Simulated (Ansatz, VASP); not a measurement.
## Pb2O in VASP and in Ansatz

```
Pb O
1.0
     5.47537    0.00000    0.00000
     0.00000    5.47537    0.00000
     0.00000    0.00000    5.47537
Pb O
4 2
Direct
  0.25000 0.25000 0.25000
  0.75000 0.75000 0.25000
  0.25000 0.75000 0.75000
  0.75000 0.25000 0.75000
  0.00000 0.00000 0.00000
  0.50000 0.50000 0.50000
```

Alike in both runs: functional PBE; k mesh 8 × 8 × 8; occupations gaussian, width 0.1 eV; no spin polarisation.

Ansatz relaxed the structure, and its values are those at the end. VASP's run is a single point on that final structure, the one shown.

|  | VASP | Ansatz |
| --- | --- | --- |
| version | VASP 6.6.1 | Ansatz 0.2.0 |
| potentials or method | VASP PAW PBE potentials, release 64 (Pb_d, O), cutoff 600 eV | scalar-relativistic, plane waves, PAW |
| valence electrons in the cell | 68 | 68 |

|  | VASP | Ansatz | Ansatz less VASP |
| --- | --- | --- | --- |
| gap on the k mesh at the Fermi level (eV) | none | none | - |
| pressure (GPa) | 0.0 | 0.0 | -0.02 |

A gap of «none» marks a metal or a gap that the smearing closes.

Neither program's run includes spin-orbit coupling.
